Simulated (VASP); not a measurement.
Write the native input for VASP 6.6.1 that does the following.

| Quantity | Value |
| --- | --- |
| Task | single point |
| Functional | LDA |
| Potentials or basis | VASP PAW LDA potentials, release 64 (Cu) |
| Cutoff | 520 eV |
| k mesh | 13 × 13 × 13 |
| Occupations | fermi-dirac, width 0.05 eV |
| Spin | no spin polarisation |
| Dipole correction | no |
| Further INCAR settings | ALGO = Normal; EDIFF = 1e-07; NBANDS = 12 |

The structure of Cu lies in POSCAR:

```
Cu
1.0
   -1.4617796199      1.4617796199      1.3941898615
    1.4617796199     -1.4617796199      1.3941898615
    1.4617796199      1.4617796199     -1.3941898615
Cu
1
Direct
    0.0000000000      0.0000000000      0.0000000000
```

One way to write it, as run:

INCAR

```
  ALGO = Normal
  EDIFF = 1E-7
  ENCUT = 520
  GGA = CA
  ISIF = 2
  ISMEAR = -1
  LASPH = T
  LCHARG = T
  LELF = T
  LREAL = F
  LVHAR = T
  LWAVE = F
  NBANDS = 12
  NELM = 60
  PREC = Accurate
  SIGMA = 0.05
```

KPOINTS

```
k-points
0
Gamma
  13 13 13
```

Potentials or basis: VASP PAW LDA potentials, release 64 (Cu).

Launch:

```bash
$ cat potpaw_LDA.64/Cu/POTCAR > POTCAR
$ mpirun -np 1 vasp_std > vasp.out
```

It gave:

The pressure is -12.1 GPa.

Wall time 24 s on 1 thread of Intel(R) Xeon(R) Platinum 8488C (Sapphire Rapids), on a shared host, peak memory 0.14 GiB.
